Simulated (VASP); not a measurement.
# HfC (Fm-3m) in VASP: further runs

Runs on HfC. Level: PBE. Tasks: single point.

All numbers are computed with VASP 6.6.1; they aren't measurements. Logs are shortened: lines on timing, memory, paths and dates and some standing lists are left out, and cuts for length are marked.

## 1. The cell of the first run

Symmetry: Fm-3m, No. 225, cubic system. Conventional cell: a = 4.650 Å, b = 4.650 Å, c = 4.650 Å, α = 90.00°, β = 90.00°, γ = 90.00°. Hf (site symmetry m-3m) has 6 C at 2.33 Å within 3.1 Å. C (site symmetry m-3m) has 6 Hf at 2.33 Å within 3.1 Å.

## 2. Single point, PBE

INCAR reads:

```
ALGO     = Normal         # electronic algorithm
EDIFF    = 1E-7           # SCF threshold, eV
ENCUT    = 520            # plane-wave cutoff, eV
GGA      = PE             # functional
ISIF     = 2              # what is computed and relaxed
ISMEAR   = 0              # smearing method
LASPH    = T              # aspherical terms in the spheres
LCHARG   = F              # write CHGCAR
LREAL    = F              # projectors in reciprocal space
LWAVE    = F              # write WAVECAR
NBANDS   = 14             # bands
NELM     = 100            # most SCF steps
PREC     = Accurate       # precision mode
SIGMA    = 0.017          # smearing width, eV
```

KPOINTS reads:

```
k-points
0
Gamma
  10 10 10
```

POSCAR reads:

```
HfC
1.0
    0.0000000000      2.3250000000      2.3250000000
    2.3250000000      0.0000000000      2.3250000000
    2.3250000000      2.3250000000      0.0000000000
Hf C
1 1
Direct
    0.5000000000      0.5000000000      0.5000000000
    0.0000000000      0.0000000000      0.0000000000
```

Potentials or basis: VASP PAW PBE potentials, release 64 (Hf_pv, C).

On the command line:

```sh
> cat potpaw_PBE.64/Hf_pv/POTCAR potpaw_PBE.64/C/POTCAR > POTCAR
> mpirun -np 1 vasp_std > vasp.out
```

OUTCAR:

```text
EDIFF = 1E-7
   ENCUT = 520
   GGA = PE
   ISIF = 2
   ISMEAR = 0
   LASPH = T
   LREAL = F
   NELM = 100
   PREC = Accurate

 ion  position               nearest neighbor table
   1  0.500  0.500  0.500-   2 2.33   2 2.33   2 2.33   2 2.33   2 2.33   2 2.33
   2  0.000  0.000  0.000-   1 2.33   1 2.33   1 2.33   1 2.33   1 2.33   1 2.33

  LATTYP: Found a face centered cubic cell.
 ALAT       =     4.6500000000

  Lattice vectors:

 A1 = (   0.0000000000,   2.3250000000,   2.3250000000)
 A2 = (   2.3250000000,   0.0000000000,   2.3250000000)
 A3 = (   2.3250000000,   2.3250000000,   0.0000000000)

Analysis of symmetry for initial positions (statically):
=====================================================================
 Subroutine PRICEL returns:
 Original cell was already a primitive cell.

 Routine SETGRP: Setting up the symmetry group for a
 face centered cubic supercell.

 Subroutine GETGRP returns: Found 48 space group operations
 (whereof 48 operations were pure point group operations)
 out of a pool of 48 trial point group operations.

The static configuration has the point symmetry O_h .

Analysis of symmetry for dynamics (positions and initial velocities):
=====================================================================
 Subroutine PRICEL returns:
 Original cell was already a primitive cell.

 Routine SETGRP: Setting up the symmetry group for a
 face centered cubic supercell.

 Subroutine GETGRP returns: Found 48 space group operations
 (whereof 48 operations were pure point group operations)
 out of a pool of 48 trial point group operations.

The dynamic configuration has the point symmetry O_h .

 Subroutine INISYM returns: Found 48 space group operations
 (whereof 48 operations are pure point group operations),
 and found     1 'primitive' translations

----------------------------------------------------------------------------------------

                                     Primitive cell

  volume of cell :      25.1362

  direct lattice vectors                    reciprocal lattice vectors
     0.000000000  2.325000000  2.325000000    -0.215053763  0.215053763  0.215053763
     2.325000000  0.000000000  2.325000000     0.215053763 -0.215053763  0.215053763
     2.325000000  2.325000000  0.000000000     0.215053763  0.215053763 -0.215053763

  length of vectors
     3.288046533  3.288046533  3.288046533     0.372484045  0.372484045  0.372484045

  position of ions in fractional coordinates (direct lattice)
     0.500000000  0.500000000  0.500000000
     0.000000000  0.000000000  0.000000000

  ion indices of the primitive-cell ions
   primitive index   ion index
                 1           1
                 2           2

----------------------------------------------------------------------------------------

 KPOINTS: k-points

Automatic generation of k-mesh.
 Grid dimensions read from file:
 generate k-points for:   10   10   10

 Generating k-lattice:

  Cartesian coordinates                     Fractional coordinates (reciprocal lattice)
    -0.021505376  0.021505376  0.021505376     0.100000000  0.000000000  0.000000000
     0.021505376 -0.021505376  0.021505376     0.000000000  0.100000000  0.000000000
     0.021505376  0.021505376 -0.021505376     0.000000000  0.000000000  0.100000000

  Length of vectors
     0.037248404  0.037248404  0.037248404

  Shift w.r.t. Gamma in fractional coordinates (k-lattice)
     0.000000000  0.000000000  0.000000000

 Subroutine IBZKPT returns following result:
 ===========================================

 Found     47 irreducible k-points:

 Following reciprocal coordinates:
            Coordinates               Weight
  0.000000  0.000000  0.000000      1.000000
  0.100000  0.000000  0.000000      8.000000
  0.200000  0.000000  0.000000      8.000000
  0.300000  0.000000  0.000000      8.000000
  0.400000  0.000000  0.000000      8.000000
  0.500000  0.000000  0.000000      4.000000
[... 16 lines left out ...]
  0.300000  0.300000  0.000000      6.000000
  0.400000  0.300000  0.000000     24.000000
 [... further k-points ...]
   k-points           NKPTS =     47   k-points in BZ     NKDIM =     47   number of bands    NBANDS=     14
   number of dos      NEDOS =    301   number of ions     NIONS =      2
   total plane-waves  NPLWV =  13824
   dimension x,y,z NGX =    24 NGY =   24 NGZ =   24
   dimension x,y,z NGXF=    48 NGYF=   48 NGZF=   48
   ions per type =               1   1
   NGX,Y,Z   is equivalent  to a cutoff of  12.13, 12.13, 12.13 a.u.
   NGXF,Y,Z  is equivalent  to a cutoff of  24.27, 24.27, 24.27 a.u.
 SYSTEM =  unknown system
   PREC   = accura    normal or accurate (medium, high low for compatibility)
   ISTART =      0    job   : 0-new  1-cont  2-samecut
   ICHARG =      2    charge: 1-file 2-atom 10-const
   ISPIN  =      1    spin polarized calculation?
   LNONCOLLINEAR =      F non collinear calculations
   LSORBIT =      F    spin-orbit coupling
   LASPH  =      T    aspherical Exc in radial PAW
   ENCUT  =  520.0 eV  38.22 Ry    6.18 a.u.   6.11  6.11  6.11*2*pi/ulx,y,z
   NELM   =    100;   NELMIN=  2; NELMDL= -5     # of ELM steps
   EDIFF  = 0.1E-06   stopping-criterion for ELM
   LREAL  =      F    real-space projection
   EDIFFG = 0.1E-05   stopping-criterion for IOM
   NSW    =      0    number of steps for IOM
   IBRION =     -1    ionic relax: 0-MD 1-quasi-New 2-CG
   NFREE  =      0    steps in history (QN), initial steepest desc. (CG)
   ISIF   =      2    stress and relaxation
   ISYM   =      2    0-nonsym 1-usesym 2-fastsym
   POTIM  = 0.5000    time-step for ionic-motion
   TEBEG  =    0.0;   TEEND  =   0.0 temperature during run
   PSTRESS=    0.0 pullay stress
   NELECT =      14.0000    total number of electrons
   NUPDOWN=      -1.0000    fix difference up-down
   EMIN   =  10.00;   EMAX   =-10.00  energy-range for DOS
   EFERMI =   0.00;   METHOD = LEGACY
   ISMEAR =     0;   SIGMA  =   0.02  broadening in eV -4-tet -1-fermi 0-gaus
   EFERMI_NEDOS =   21; number of points for ismear=-14 and -15
   IALGO  =     38    algorithm
   IMIX   =      4    mixing-type and parameters
     AMIX     =   0.40;   BMIX     =  1.00
     AMIX_MAG =   1.60;   BMIX_MAG =  1.00
  volume/ion in A,a.u.               =      12.57        84.81
  Fermi-wavevector in a.u.,A,eV,Ry     =   1.346949  2.545365 24.684672  1.814272
  Thomas-Fermi vector in A             =   2.474740
   LORBIT       =      0    0 simple, 1 ext, 2 COOP (PROOUT), +10 PAW based schemes
   GGA     = PE    functional components
   LHFCALC =     F    Hartree Fock is set to
   AEXX    =    0.0000 exact exchange contribution
   IVDW    =     0    specifies the selected vdW correction
   LEPSILON=     F    determine dielectric tensor
   LRPA    =     F    only Hartree local field effects (RPA)
 non-spin polarized calculation
 Gauss-broadening in eV      SIGMA  =   0.02
  energy-cutoff  :      520.00
  volume of cell :       25.14
 maximum number of plane-waves:       700
   NGX = 13   NGY = 13   NGZ = 13

 number of electron      14.0000000 magnetization

 Free energy of the ion-electron system (eV)
  ---------------------------------------------------
  ext. energy  EPLUGINS =         0.00000000
  ---------------------------------------------------
  free energy    TOTEN  =       -21.04278932 eV

  energy without entropy =      -21.04264321  energy(sigma->0) =      -21.04271627

 E-fermi :   5.9699     XC(G=0): -12.2854

 val. band max:        5.9661032949   @ k =   0.1000   0.0000   0.0000
 cond. band min:       6.1054525033   @ k =   0.1000   0.1000   0.0000
 fundamental gap:      0.1393492084
 Fermi energy:         5.9699395343

 k-point     1 :       0.0000    0.0000    0.0000
  band No.  band energies     occupation
      1     -23.6177      2.00000
      2     -23.6177      2.00000
      3     -23.6177      2.00000
      4      -6.3571      2.00000
      5       6.9511      0.00000
      6       6.9511      0.00000
      7       6.9511      0.00000
      8       7.3452      0.00000
      9       7.3452      0.00000
     10       7.3452      0.00000
     11       9.3444      0.00000
     12       9.3444      0.00000
     13      12.7803      0.00000
     14      16.9544      0.00000

 k-point     2 :       0.1000    0.0000    0.0000
  band No.  band energies     occupation
      1     -23.6865      2.00000
      2     -23.6244      2.00000
      3     -23.6244      2.00000
      4      -6.1077      2.00000
      5       5.5840      2.00000
      6       5.9661      1.25040
      7       5.9661      1.25037
      8       7.7523      0.00000
      9       7.7523      0.00000
     10       8.1104      0.00000
     11      10.4415      0.00000
     12      10.4415      0.00000
     13      13.3300      0.00000
     14      17.6479      0.00000

 k-point     3 :       0.2000    0.0000    0.0000
  band No.  band energies     occupation
      1     -23.8617      2.00000
      2     -23.6416      2.00000
      3     -23.6416      2.00000
      4      -5.4095      2.00000
      5       3.8012      2.00000
      6       4.7288      2.00000
      7       4.7288      2.00000
      8       8.4939      0.00000
      9       8.4939      0.00000
     10       8.6480      0.00000
     11      12.4283      0.00000
     12      12.4283      0.00000
     13      14.4810      0.00000
     14      19.2684      0.00000
[... 324 lines left out ...]
 k-point    23 :       0.3000    0.3000    0.0000
  band No.  band energies     occupation
      1     -24.0239      2.00000
      2     -23.7698      2.00000
      3     -23.7698      2.00000
      4      -4.5395      2.00000
      5       2.1573      2.00000
      6       5.0120      2.00000
      7       5.5454      2.00000
      8       5.5454      2.00000
      9      10.5037      0.00000
     10      11.9598      0.00000
     11      11.9598      0.00000
     12      13.3291      0.00000
     13      18.2843      0.00000
     14      19.6400      0.00000

 k-point    24 :       0.4000    0.3000    0.0000
  band No.  band energies     occupation
      1     -24.1077      2.00000
      2     -23.8148      2.00000
      3     -23.7942      2.00000
      4      -4.2733      2.00000
      5       2.2369      2.00000
      6       4.1530      2.00000
      7       5.2405      2.00000
      8       6.1651      0.00000
      9      11.3179      0.00000
     10      12.3366      0.00000
     11      12.4654      0.00000
     12      14.2275      0.00000
     13      17.5389      0.00000
     14      18.6125      0.00000

 [... further k-points ...]
[... 5 lines left out ...]
  --------------------------------------------------------------------------------------
  -------------------------------------------------------------------------------------
  Total       -0.0691115     -0.0691115     -0.0691115     -0.0000000      0.0000000      0.0000000
  in kB       -4.4051664     -4.4051664     -4.4051664     -0.0000000      0.0000000      0.0000000
  external PRESSURE =      -4.4051664 kB  Pullay stress =       0.0000000 kB

 VOLUME and BASIS-vectors are now :
 -----------------------------------------------------------------------------
  energy-cutoff  :      520.00
  volume of cell :       25.14
      direct lattice vectors                 reciprocal lattice vectors
     0.000000000  2.325000000  2.325000000    -0.215053763  0.215053763  0.215053763
     2.325000000  0.000000000  2.325000000     0.215053763 -0.215053763  0.215053763
     2.325000000  2.325000000  0.000000000     0.215053763  0.215053763 -0.215053763

 POSITION                                       TOTAL-FORCE (eV/Angst)
 -----------------------------------------------------------------------------------
      2.32500      2.32500      2.32500        -0.000000     -0.000000     -0.000000
      0.00000      0.00000      0.00000         0.000000      0.000000      0.000000
 -----------------------------------------------------------------------------------
    total drift:                                0.000000     -0.000000      0.000000

  FREE ENERGIE OF THE ION-ELECTRON SYSTEM (eV)
  ---------------------------------------------------
  free  energy   TOTEN  =       -21.0427893177 eV

  energy  without entropy=      -21.0426432126  energy(sigma->0) =      -21.04271627
```

It took 19 s on 1 thread of Intel Xeon 6975P-C, shared host; peak memory 0.15 GiB.

Results:

| Property | Result |
| --- | --- |
| Free energy | -21.0428 eV |
| Pressure | -0.4 GPa |
| Band gap on the k mesh | zero (band 7 reaches 6.95 eV, above the bottom of band 8 at 5.55 eV) |

Levels at points of the mesh, in eV from the Fermi level:
```tsv
k point	band 5	band 6	band 7	band 8	band 9	band 10
(0.00, 0.00, 0.00)	0.98	0.98	0.98	1.38	1.38	1.38
(0.50, 0.00, 0.00)	-6.15	-3.00	-3.00	5.30	5.30	5.76
(0.50, 0.50, 0.00)	-2.61	-1.79	-0.12	-0.12	5.29	6.72
```

Caveat: spin-orbit coupling is left out, which moves the levels of the heavy elements.

## 3. Single point, PBE

INCAR reads:

```
  PREC = Accurate
  ENCUT = 520
  EDIFF = 1E-6
  ISMEAR = 0
  SIGMA = 0.018000000000000002
  LREAL = F
  LASPH = T
  NELM = 60
  ALGO = Normal
  ISIF = 2
  LWAVE = F
  LCHARG = T
  GGA = PE
  LELF = T
  LVHAR = T
  NBANDS = 14
```

KPOINTS reads:

```
regular mesh
0
Gamma
  10 10 10
```

POSCAR is that of step 2.

Potentials or basis: VASP PAW PBE potentials, release 64 (Hf_pv, C).

On the command line:

```sh
> cat potpaw_PBE.64/Hf_pv/POTCAR potpaw_PBE.64/C/POTCAR > POTCAR
> mpirun -np 1 vasp_std > vasp.out
```

Run time: 22 s. Hardware: 1 thread of Intel Xeon 6975P-C, shared host; peak memory 0.15 GiB.

It converged, with:

```yaml
Free_energy: -21.0428 eV
Pressure: -0.5 GPa
Band_gap_on_the_k_mesh: zero (band 7 reaches 6.95 eV, above the bottom of band 8 at 5.55 eV)
```

Levels at points of the mesh, in eV from the Fermi level:
| k point | band 3 | band 4 | band 5 | band 6 | band 7 | band 8 | band 9 | band 10 | band 11 | band 12 |
| --- | --- | --- | --- | --- | --- | --- | --- | --- | --- | --- |
| (0.00, 0.00, 0.00) | -29.59 | -12.33 | 0.98 | 0.98 | 0.98 | 1.38 | 1.38 | 1.38 | 3.37 | 3.37 |
| (0.50, 0.00, 0.00) | -29.66 | -8.59 | -6.16 | -3.00 | -3.00 | 5.30 | 5.30 | 5.76 | 6.53 | 11.38 |
| (0.50, 0.50, 0.00) | -29.82 | -10.43 | -2.61 | -1.79 | -0.12 | -0.12 | 5.29 | 6.72 | 6.72 | 8.41 |

Caveat: spin-orbit coupling is left out, which moves the levels of the heavy elements.

## 4. Single point, PBE

INCAR reads:

```
ALGO = Normal
EDIFF = 1E-6
ENCUT = 520
GGA = PE
ISIF = 2
ISMEAR = 0
LASPH = T
LCHARG = F
LREAL = F
LWAVE = F
NBANDS = 14
NELM = 60
PREC = Accurate
SIGMA = 0.02
```

KPOINTS reads:

```
k-points
0
Gamma
  10 10 10
```

POSCAR is that of step 3.

On the command line:

```sh
> cat potpaw_PBE.64/Hf_pv/POTCAR potpaw_PBE.64/C/POTCAR > POTCAR
> mpirun -np 1 vasp_std > vasp.out
```

It took 23 s on 1 thread of Intel Xeon 6975P-C, shared host; peak memory 0.15 GiB.

Results (log left out):

| Item | Value |
| --- | --- |
| Free energy | -21.0428 eV |
| Pressure | -0.5 GPa |
| Band gap on the k mesh | zero (band 7 reaches 6.95 eV, above the bottom of band 8 at 5.55 eV) |

Levels at points of the mesh, in eV from the Fermi level:
| k point | band 3 | band 4 | band 5 | band 6 | band 7 | band 8 | band 9 | band 10 | band 11 | band 12 |
| --- | --- | --- | --- | --- | --- | --- | --- | --- | --- | --- |
| (0.00, 0.00, 0.00) | -29.59 | -12.33 | 0.98 | 0.98 | 0.98 | 1.37 | 1.37 | 1.37 | 3.37 | 3.37 |
| (0.50, 0.00, 0.00) | -29.66 | -8.59 | -6.16 | -3.00 | -3.00 | 5.30 | 5.30 | 5.76 | 6.53 | 11.37 |
| (0.50, 0.50, 0.00) | -29.82 | -10.43 | -2.61 | -1.79 | -0.12 | -0.12 | 5.29 | 6.72 | 6.72 | 8.41 |

Caveat: spin-orbit coupling is left out, which moves the levels of the heavy elements.

## 5. The runs side by side

| smearing | gap on the mesh (eV) | pressure (GPa) |
| --- | --- | --- |
| gaussian 0.017 eV | none | -0.4 |
| gaussian 0.018 eV | none | -0.5 |
| gaussian 0.02 eV | none | -0.5 |

Alike in all rows: task single point; level PBE; potentials or basis VASP PAW PBE potentials, release 64 (Hf_pv, C); no spin polarisation; cell as given; k mesh 10 × 10 × 10; cutoff (eV) 520.

Every run on the cell as given and a fine mesh finds a metal.

Caveats: spin-orbit coupling is left out, which moves the levels of the heavy elements.

Absolute energies hang on the potentials; compare differences alone.
